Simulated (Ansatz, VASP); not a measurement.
## One calculation of CaO, two programs

```
Ca O
1.0
     0.00000    2.67190    2.48429
     2.67190    0.00000    2.48429
     2.67190    2.67190    0.00000
Ca O
1 1
Direct
  0.00000 0.00000 0.00000
  0.25000 0.25000 0.25000
```

Change from the starting cell: epitaxial_xy strain +2.5%.

Alike in both runs: task single point; functional r2SCAN; k mesh 8 × 8 × 8; no spin polarisation.

|  | VASP | Ansatz |
| --- | --- | --- |
| version | VASP 6.6.1 | Ansatz 0.2.0 |
| potentials or method | VASP PAW PBE potentials, release 64 (Ca_sv, O) | plane waves, PAW |
| plane-wave cutoff (eV) | 520 | 500 |
| occupations | gaussian, width 0.01 eV | fixed |
| valence electrons in the cell | 16 | 16 |

```tsv
	VASP	Ansatz	Ansatz less VASP
gap on the k mesh at the Fermi level (eV)	3.68	3.71	+0.025
pressure (GPa)	0.5	-0.4	-0.91
traceless stress, the component that is largest in VASP (GPa)	0.29	0.38	+0.093
```

VASP's potentials were made for PBE, not for r2SCAN.
